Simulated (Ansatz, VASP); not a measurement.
# One calculation of ZnS, two programs

File INCAR:

```
SYSTEM = ZnS
  PREC = Accurate
  ENCUT = 520
  EDIFF = 1E-6
  ISMEAR = -1
  SIGMA = 0.02
  LREAL = .False.
  LASPH = .True.
  NELM = 80
  ALGO = Normal
  ISIF = 2
  LWAVE = .False.
  LCHARG = .True.
  GGA = PE
  LELF = .True.
  LVHAR = .True.
  NBANDS = 16
```

Contents of KPOINTS:

```
regular mesh
0
Gamma
  8 8 8
  0 0 0
```

POSCAR

```
ZnS
1.0
    0.0000000000      2.7210266899      2.6626130293
    2.7210266899      0.0000000000      2.6626130293
    2.7210266899      2.7210266899      0.0000000000
Zn S
1 1
Direct
    0.0000000000      0.0000000000      0.0000000000
    0.2500000000      0.2500000000      0.2500000000
```

Input for Ansatz:

```yaml
crystal:
  lattice:
    - [0.0, 2.7210266899, 2.6626130293]
    - [2.7210266899, 0.0, 2.6626130293]
    - [2.7210266899, 2.7210266899, 0.0]
  atoms:
    - { symbol: Zn, position: [0.0, 0.0, 0.0] }
    - { symbol: S, position: [0.25, 0.25, 0.25] }
kpoints:
  mp_grid: { grid: [8, 8, 8] }
  band_path:
    path:
      - [0.0, 0.0, 0.0]
      - [-0.5, -0.5, 0.0]
      - [-0.375, -0.375, 0.25]
      - [-0.375, 0.0, 0.375]
      - [0.0, 0.0, 0.5]
      - [-0.5, -0.25, 0.25]
    npoints: 1
hamiltonian:
  xc: pbe
scf:
  occupations: { method: fermi_dirac, width: 0.02 }
  n_extra_bands: 4
output:
  forces: true
  stress: true
  eigenvalues: true
  write_density: true
  write_potential: true
  elf: true
  volumetric_format: npy
```

Change from the starting cell: epitaxial_xy strain +1.0%.

Alike in both runs: task single point; functional PBE; k mesh 8 × 8 × 8; occupations fermi-dirac, width 0.02 eV; no spin polarisation.

|  | VASP | Ansatz |
| --- | --- | --- |
| version | VASP 6.6.1 | Ansatz 0.2.0 |
| potentials or method | VASP PAW PBE potentials, release 64 (Zn, S) | plane waves, PAW |
| plane-wave cutoff (eV) | 520 | 420 |
| valence electrons in the cell | 18 | 18 |

Ansatz gave:

```
gap on the k mesh at the Fermi level (eV)                     : 2.06
pressure (GPa)                                                : 1.6
traceless stress, the component that is largest in VASP (GPa) : 0.56
```

Problem. Which values does VASP return?

Solution. gap on the k mesh at the Fermi level (eV): 2.07; pressure (GPa): 1.8; traceless stress, the component that is largest in VASP (GPa): 0.55.
